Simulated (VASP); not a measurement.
# S (Pm-3m) in VASP: further runs

S is run at these levels: PBEsol; tasks: relaxation of cell and atoms.

All numbers are computed with VASP 6.6.1; they aren't measurements. Logs are shortened: lines on timing, memory, paths and dates and some standing lists are left out, and cuts for length are marked.

## Step 1: The cell of the first run

The structure is cubic, space group Pm-3m (No. 221). The conventional cell has a = 2.730 Å, b = 2.730 Å, c = 2.730 Å, α = 90.00°, β = 90.00°, γ = 90.00°. Within 3.6 Å of S (site symmetry m-3m) lie 6 S at 2.73 Å.

## Step 2: Relaxation of cell and atoms, PBEsol, target pressure 40 GPa, at which the enthalpy is minimised

INCAR reads:

```
SYSTEM = S
PREC = Accurate
ENCUT = 600
EDIFF = 1E-6
ISMEAR = -1
SIGMA = 0.1
LREAL = .FALSE.
LASPH = .TRUE.
NELM = 60
ALGO = Normal
ISIF = 3
LWAVE = .FALSE.
LCHARG = .FALSE.
GGA = PS
IBRION = 2
NSW = 80
EDIFFG = -0.02
PSTRESS = 400.0
```

KPOINTS reads:

```
regular mesh
0
G
  6 6 6
  0 0 0
```

POSCAR reads:

```
S
1.0
    2.7300000000      0.0000000000      0.0000000000
    0.0000000000      2.7300000000      0.0000000000
    0.0000000000      0.0000000000      2.7300000000
S
1
Direct
    0.0000000000      0.0000000000      0.0000000000
```

Potentials or basis: VASP PAW PBE potentials, release 64 (S).

Command:

```bash
cat potpaw_PBE.64/S/POTCAR > POTCAR
mpirun -np 1 vasp_std > vasp.out
```

OUTCAR:

```text
SYSTEM = S
   PREC = Accurate
   ENCUT = 600
   EDIFF = 1E-6
   ISMEAR = -1
   LREAL = .FALSE.
   LASPH = .TRUE.
   NELM = 60
   ISIF = 3
   GGA = PS
   IBRION = 2
   NSW = 80
   EDIFFG = -0.02
   PSTRESS = 400.0

 ion  position               nearest neighbor table
   1  0.000  0.000  0.000-

  LATTYP: Found a simple cubic cell.
 ALAT       =     2.7300000000

  Lattice vectors:

 A1 = (   2.7300000000,   0.0000000000,   0.0000000000)
 A2 = (   0.0000000000,   2.7300000000,   0.0000000000)
 A3 = (   0.0000000000,   0.0000000000,   2.7300000000)

Analysis of symmetry for initial positions (statically):
=====================================================================
 Subroutine PRICEL returns:
 Original cell was already a primitive cell.

 Routine SETGRP: Setting up the symmetry group for a
 simple cubic supercell.

 Subroutine GETGRP returns: Found 48 space group operations
 (whereof 48 operations were pure point group operations)
 out of a pool of 48 trial point group operations.

The static configuration has the point symmetry O_h .

Analysis of symmetry for dynamics (positions and initial velocities):
=====================================================================
 Subroutine PRICEL returns:
 Original cell was already a primitive cell.

 Routine SETGRP: Setting up the symmetry group for a
 simple cubic supercell.

 Subroutine GETGRP returns: Found 48 space group operations
 (whereof 48 operations were pure point group operations)
 out of a pool of 48 trial point group operations.

The dynamic configuration has the point symmetry O_h .

 Subroutine INISYM returns: Found 48 space group operations
 (whereof 48 operations are pure point group operations),
 and found     1 'primitive' translations

----------------------------------------------------------------------------------------

                                     Primitive cell

  volume of cell :      20.3464

  direct lattice vectors                    reciprocal lattice vectors
     2.730000000  0.000000000  0.000000000     0.366300366  0.000000000  0.000000000
     0.000000000  2.730000000  0.000000000     0.000000000  0.366300366  0.000000000
     0.000000000  0.000000000  2.730000000     0.000000000  0.000000000  0.366300366

  length of vectors
     2.730000000  2.730000000  2.730000000     0.366300366  0.366300366  0.366300366

  position of ions in fractional coordinates (direct lattice)
     0.000000000  0.000000000  0.000000000

  ion indices of the primitive-cell ions
   primitive index   ion index
                 1           1

----------------------------------------------------------------------------------------

 KPOINTS: regular mesh

Automatic generation of k-mesh.
 Grid dimensions read from file:
 generate k-points for:    6    6    6

 Generating k-lattice:

  Cartesian coordinates                     Fractional coordinates (reciprocal lattice)
     0.061050061  0.000000000  0.000000000     0.166666667  0.000000000  0.000000000
     0.000000000  0.061050061  0.000000000     0.000000000  0.166666667  0.000000000
     0.000000000  0.000000000  0.061050061     0.000000000  0.000000000  0.166666667

  Length of vectors
     0.061050061  0.061050061  0.061050061

  Shift w.r.t. Gamma in fractional coordinates (k-lattice)
     0.000000000  0.000000000  0.000000000

 Subroutine IBZKPT returns following result:
 ===========================================

 Found     20 irreducible k-points:

 Following reciprocal coordinates:
            Coordinates               Weight
  0.000000  0.000000  0.000000      1.000000
  0.166667  0.000000  0.000000      6.000000
  0.333333  0.000000  0.000000      6.000000
  0.500000  0.000000  0.000000      3.000000
  0.166667  0.166667  0.000000     12.000000
  0.333333  0.166667  0.000000     24.000000
[... 12 lines left out ...]
  0.500000  0.500000  0.333333      6.000000
  0.500000  0.500000  0.500000      1.000000
   k-points           NKPTS =     20   k-points in BZ     NKDIM =     20   number of bands    NBANDS=      7
   number of dos      NEDOS =    301   number of ions     NIONS =      1
   total plane-waves  NPLWV =  13824
   dimension x,y,z NGX =    24 NGY =   24 NGZ =   24
   dimension x,y,z NGXF=    48 NGYF=   48 NGZF=   48
   ions per type =               1
   NGX,Y,Z   is equivalent  to a cutoff of  14.62, 14.62, 14.62 a.u.
   NGXF,Y,Z  is equivalent  to a cutoff of  29.23, 29.23, 29.23 a.u.
 SYSTEM =  S
   PREC   = accura    normal or accurate (medium, high low for compatibility)
   ISTART =      0    job   : 0-new  1-cont  2-samecut
   ICHARG =      2    charge: 1-file 2-atom 10-const
   ISPIN  =      1    spin polarized calculation?
   LNONCOLLINEAR =      F non collinear calculations
   LSORBIT =      F    spin-orbit coupling
   LASPH  =      T    aspherical Exc in radial PAW
   ENCUT  =  600.0 eV  44.10 Ry    6.64 a.u.   5.45  5.45  5.45*2*pi/ulx,y,z
   NELM   =     60;   NELMIN=  2; NELMDL= -5     # of ELM steps
   EDIFF  = 0.1E-05   stopping-criterion for ELM
   LREAL  =      F    real-space projection
   EDIFFG = -.2E-01   stopping-criterion for IOM
   NSW    =     80    number of steps for IOM
   IBRION =      2    ionic relax: 0-MD 1-quasi-New 2-CG
   NFREE  =      1    steps in history (QN), initial steepest desc. (CG)
   ISIF   =      3    stress and relaxation
   ISYM   =      2    0-nonsym 1-usesym 2-fastsym
   POTIM  = 0.5000    time-step for ionic-motion
   TEBEG  =    0.0;   TEEND  =   0.0 temperature during run
   PSTRESS=  400.0 pullay stress
   NELECT =       6.0000    total number of electrons
   NUPDOWN=      -1.0000    fix difference up-down
   EMIN   =  10.00;   EMAX   =-10.00  energy-range for DOS
   EFERMI =   0.00;   METHOD = LEGACY
   ISMEAR =    -1;   SIGMA  =   0.10  broadening in eV -4-tet -1-fermi 0-gaus
   EFERMI_NEDOS =   21; number of points for ismear=-14 and -15
   IALGO  =     38    algorithm
   IMIX   =      4    mixing-type and parameters
     AMIX     =   0.40;   BMIX     =  1.00
     AMIX_MAG =   1.60;   BMIX_MAG =  1.00
  volume/ion in A,a.u.               =      20.35       137.30
  Fermi-wavevector in a.u.,A,eV,Ry     =   1.089672  2.059182 16.155365  1.187386
  Thomas-Fermi vector in A             =   2.225881
   LORBIT       =      0    0 simple, 1 ext, 2 COOP (PROOUT), +10 PAW based schemes
   GGA     = PS    functional components
   LHFCALC =     F    Hartree Fock is set to
   AEXX    =    0.0000 exact exchange contribution
   IVDW    =     0    specifies the selected vdW correction
   LEPSILON=     F    determine dielectric tensor
   LRPA    =     F    only Hartree local field effects (RPA)
 conjugate gradient relaxation of ions
 non-spin polarized calculation
  energy-cutoff  :      600.00
  volume of cell :       20.35
 maximum number of plane-waves:       696
 NGX is ok and might be reduce to    24
   NGX = 11   NGY = 11   NGZ = 11

--------------------------------------- Ionic step        1  -------------------------------------------

 number of electron       5.9999999 magnetization

 Free energy of the ion-electron system (eV)
  ---------------------------------------------------
  ext. energy  EPLUGINS =         0.00000000
  ---------------------------------------------------
  free energy    TOTEN  =        -3.63501584 eV

  energy without entropy =       -3.59863644  energy(sigma->0) =       -3.61682614

 E-fermi :   4.5480     XC(G=0):  -9.9851

 val. band max:        4.3881259652   @ k =   0.3333   0.1667   0.1667
 cond. band min:       4.6276023084   @ k =   0.3333   0.1667   0.1667
 fundamental gap:      0.2394763432
 Fermi energy:         4.5479915821

 k-point     1 :       0.0000    0.0000    0.0000
  band No.  band energies     occupation
      1     -10.7675      2.00000
      2       5.8060      0.00001
      3       5.8060      0.00001
      4       5.8060      0.00001
      5      12.5350      0.00000
      6      12.5350      0.00000
      7      13.5158      0.00000

 k-point     2 :       0.1667    0.0000    0.0000
  band No.  band energies     occupation
      1     -10.3752      2.00000
      2       3.1573      2.00000
      3       6.0539      0.00000
      4       6.0539      0.00000
      5      12.8978      0.00000
      6      13.6548      0.00000
      7      16.1091      0.00000

 k-point     3 :       0.3333    0.0000    0.0000
  band No.  band energies     occupation
      1      -9.3730      2.00000
      2      -0.3275      2.00000
      3       6.6210      0.00000
      4       6.6210      0.00000
      5      13.7840      0.00000
      6      15.1148      0.00000
      7      19.2252      0.00000
[... 403 lines left out ...]
 VOLUME and BASIS-vectors are now :
 -----------------------------------------------------------------------------
  energy-cutoff  :      600.00
  volume of cell :       12.57
      direct lattice vectors                 reciprocal lattice vectors
     2.325266260  0.000000000 -0.000000000     0.430058276 -0.000000000  0.000000000
     0.000000000  2.325266260  0.000000000    -0.000000000  0.430058276  0.000000000
    -0.000000000 -0.000000000  2.325266260     0.000000000 -0.000000000  0.430058276

 POSITION                                       TOTAL-FORCE (eV/Angst)
 -----------------------------------------------------------------------------------
      2.32527      2.32527      2.32527        -0.000000      0.000000      0.000000
 -----------------------------------------------------------------------------------
    total drift:                               -0.000000     -0.000000     -0.000000

  FREE ENERGIE OF THE ION-ELECTRON SYSTEM (eV)
  ---------------------------------------------------
  free  energy   TOTEN  =        -3.4992595643 eV

  energy  without entropy=       -3.4862634927  energy(sigma->0) =       -3.49276153

  enthalpy is  TOTEN    =        -0.3604318459 eV   P V=        3.1388277183

--------------------------------------- Ionic step        8  -------------------------------------------

 number of electron       6.0000000 magnetization

 Free energy of the ion-electron system (eV)
  ---------------------------------------------------
  ext. energy  EPLUGINS =         0.00000000
  ---------------------------------------------------
  free energy    TOTEN  =        -3.46953205 eV

  energy without entropy =       -3.45662322  energy(sigma->0) =       -3.46307763

 E-fermi :  12.1646     XC(G=0): -12.2580

 val. band max:       12.0463260503   @ k =   0.5000   0.5000   0.0000
 cond. band min:      12.2156457561   @ k =   0.5000   0.1667   0.1667
 fundamental gap:      0.1693197058
 Fermi energy:        12.1645982482

 k-point     1 :       0.0000    0.0000    0.0000
  band No.  band energies     occupation
      1      -8.6200      2.00000
      2      14.4750      0.00000
      3      14.4750      0.00000
      4      14.4750      0.00000
      5      18.2918      0.00000
      6      18.2918      0.00000
      7      25.1705      0.00000

 k-point     2 :       0.1667    0.0000    0.0000
  band No.  band energies     occupation
      1      -7.9491      2.00000
      2       9.3270      2.00000
      3      14.9647      0.00000
      4      14.9647      0.00000
      5      18.8213      0.00000
      6      22.4093      0.00000
      7      27.6301      0.00000

 k-point     3 :       0.3333    0.0000    0.0000
  band No.  band energies     occupation
      1      -6.0571      2.00000
      2       3.6550      2.00000
      3      16.2068      0.00000
      4      16.2068      0.00000
      5      20.1335      0.00000
      6      25.5123      0.00000
      7      28.6618      0.00000
[... 181 lines left out ...]
 VOLUME and BASIS-vectors are now :
 -----------------------------------------------------------------------------
  energy-cutoff  :      600.00
  volume of cell :       12.45
      direct lattice vectors                 reciprocal lattice vectors
     2.317723591  0.000000000 -0.000000000     0.431457834  0.000000000 -0.000000000
    -0.000000000  2.317723591  0.000000000    -0.000000000  0.431457834  0.000000000
     0.000000000 -0.000000000  2.317723591     0.000000000 -0.000000000  0.431457834

 POSITION                                       TOTAL-FORCE (eV/Angst)
 -----------------------------------------------------------------------------------
      0.00000      0.00000      0.00000        -0.000000      0.000000      0.000000
 -----------------------------------------------------------------------------------
    total drift:                               -0.000000     -0.000000     -0.000000

  FREE ENERGIE OF THE ION-ELECTRON SYSTEM (eV)
  ---------------------------------------------------
  free  energy   TOTEN  =        -3.4695320484 eV

  energy  without entropy=       -3.4566232160  energy(sigma->0) =       -3.46307763

  enthalpy is  TOTEN    =        -0.3611504234 eV   P V=        3.1083816251

 reached required accuracy - stopping structural energy minimisation
```

Run time: 16 s. Hardware: 1 thread of Intel Xeon 6975P-C, shared host; peak memory 0.14 GiB.

What came out:

```yaml
Free_energy: -3.4695 eV
Relaxed_volume: 12.45 Å³/atom
Relaxed_cell: a = 2.318 Å, b = 2.318 Å, c = 2.318 Å, α = 90.00°, β = 90.00°, γ = 90.00°
Space_group_after_relaxing_to_0.05_Å: Pm-3m (No. 221)
Energy_change_on_relaxing_the_enthalpy_is_what_falls: +165.5 meV/atom
Ionic_steps: 8
Pressure_after_relaxing: 40.0 GPa
Band_gap_on_the_k_mesh: zero (band 3 reaches 17.07 eV, above the bottom of band 4 at 7.02 eV)
```

Step by step:
```
step  energy change (eV)  largest force (eV/Å)  pressure (GPa)  volume (Å³)
   1              0.0000                0.0000          -13.06        20.35
   2              6.1310                0.0000          447.71         6.26
   3              0.0248                0.0000           30.65        13.09
   4              0.1061                0.0000           36.34        12.70
   5              0.1606                0.0000           39.69        12.47
   6              0.1943                0.0000           41.90        12.34
   7              0.1358                0.0000           38.14        12.57
   8              0.1655                0.0000           40.00        12.45
```

Final structure:
```
CELL_PARAMETERS angstrom
2.31772 0.00000 0.00000
0.00000 2.31772 0.00000
0.00000 0.00000 2.31772
ATOMIC_POSITIONS crystal
S 0.00000 0.00000 0.00000
```

Levels at points of the mesh, in eV from the Fermi level:
| k point | band 1 | band 2 | band 3 | band 4 | band 5 | band 6 | band 7 |
| --- | --- | --- | --- | --- | --- | --- | --- |
| (0.00, 0.00, 0.00) | -20.78 | 2.31 | 2.31 | 2.31 | 6.13 | 6.13 | 13.01 |
| (0.50, 0.00, 0.00) | -16.42 | -11.61 | 4.91 | 4.91 | 8.84 | 14.37 | 14.37 |
| (0.50, 0.50, 0.00) | -11.81 | -8.18 | -8.18 | -0.12 | 7.25 | 16.39 | 17.04 |
| (0.50, 0.50, 0.50) | -6.41 | -5.14 | -5.14 | -5.14 | 3.91 | 3.91 | 3.91 |

Caveat: the k points lie up to 0.45 Å⁻¹ apart in the final cell; the cell is relaxed towards a set pressure, so the enthalpy falls and the energy may rise; the volume moved by over 15 % at a fixed basis, so the end points are rough; the PAW data sets were made with another functional, which shifts forces and pressure a little.

## Step 3: Relaxation of cell and atoms, PBEsol, target pressure 60 GPa, at which the enthalpy is minimised

INCAR reads:

```
ALGO     = Normal         # electronic algorithm
EDIFF    = 1E-7           # SCF threshold, eV
EDIFFG   = -0.02          # ionic threshold
ENCUT    = 600            # plane-wave cutoff, eV
GGA      = PS             # functional
IBRION   = 2              # ionic algorithm
ISIF     = 3              # what is computed and relaxed
ISMEAR   = -1             # smearing method
LASPH    = T              # aspherical terms in the spheres
LCHARG   = F              # write CHGCAR
LREAL    = F              # projectors in reciprocal space
LWAVE    = F              # write WAVECAR
NELM     = 100            # most SCF steps
NSW      = 80             # ionic steps
PREC     = Accurate       # precision mode
PSTRESS  = 600.0        
SIGMA    = 0.1            # smearing width, eV
```

KPOINTS reads:

```
k-points
0
Gamma
  6 6 6
```

POSCAR is that of step 2.

Potentials or basis: VASP PAW PBE potentials, release 64 (S).

Command:

```bash
cat potpaw_PBE.64/S/POTCAR > POTCAR
mpirun -np 1 vasp_std > vasp.out
```

Run time: 20 s. Hardware: 1 thread of Intel Xeon 6975P-C, shared host; peak memory 0.14 GiB.

Results (log left out):

```yaml
Free_energy: -3.1112 eV
Relaxed_volume: 11.31 Å³/atom
Relaxed_cell: a = 2.244 Å, b = 2.244 Å, c = 2.244 Å, α = 90.00°, β = 90.00°, γ = 90.00°
Space_group_after_relaxing_to_0.05_Å: Pm-3m (No. 221)
Energy_change_on_relaxing_the_enthalpy_is_what_falls: +523.8 meV/atom
Ionic_steps: 9
Pressure_after_relaxing: 60.0 GPa
Band_gap_on_the_k_mesh: zero (band 3 reaches 19.60 eV, above the bottom of band 4 at 8.45 eV)
```

The path:
```
step  energy change (eV)  largest force (eV/Å)  pressure (GPa)  volume (Å³)
   1              0.0000                0.0000          -13.07        20.35
   2             28.3856                0.0000         2953.27         3.43
   3             -0.2022                0.0000           -4.54        16.99
   4             -0.1894                0.0000            7.99        14.98
   5              0.6436                0.0000           68.31        11.00
   6              0.4945                0.0000           58.32        11.38
   7              0.5488                0.0000           61.58        11.24
   8              0.4892                0.0000           58.04        11.40
   9              0.5238                0.0000           60.00        11.31
```

Final structure:
```cif
data_structure
_symmetry_space_group_name_H-M 'P 1'
_symmetry_Int_Tables_number 1
_cell_length_a 2.2444
_cell_length_b 2.2444
_cell_length_c 2.2444
_cell_angle_alpha 90.000
_cell_angle_beta 90.000
_cell_angle_gamma 90.000
_cell_volume 11.31
loop_
_atom_site_label
_atom_site_type_symbol
_atom_site_fract_x
_atom_site_fract_y
_atom_site_fract_z
_atom_site_occupancy
S1 S 0.00000 0.00000 0.00000 1
```

Levels at points of the mesh, in eV from the Fermi level:
```csv
k point,band 1,band 2,band 3,band 4,band 5,band 6,band 7
"(0.00, 0.00, 0.00)",-22.05,2.72,2.72,2.72,5.79,5.79,14.18
"(0.50, 0.00, 0.00)",-17.13,-12.72,5.73,5.73,8.73,14.67,14.67
"(0.50, 0.50, 0.00)",-11.85,-8.90,-8.90,-0.93,8.47,17.47,17.58
"(0.50, 0.50, 0.50)",-5.49,-5.49,-5.49,-5.43,3.40,3.40,3.40
```

Caveat: the k points lie up to 0.47 Å⁻¹ apart in the final cell; the cell is relaxed towards a set pressure, so the enthalpy falls and the energy may rise; the volume moved by over 15 % at a fixed basis, so the end points are rough; the PAW data sets were made with another functional, which shifts forces and pressure a little.
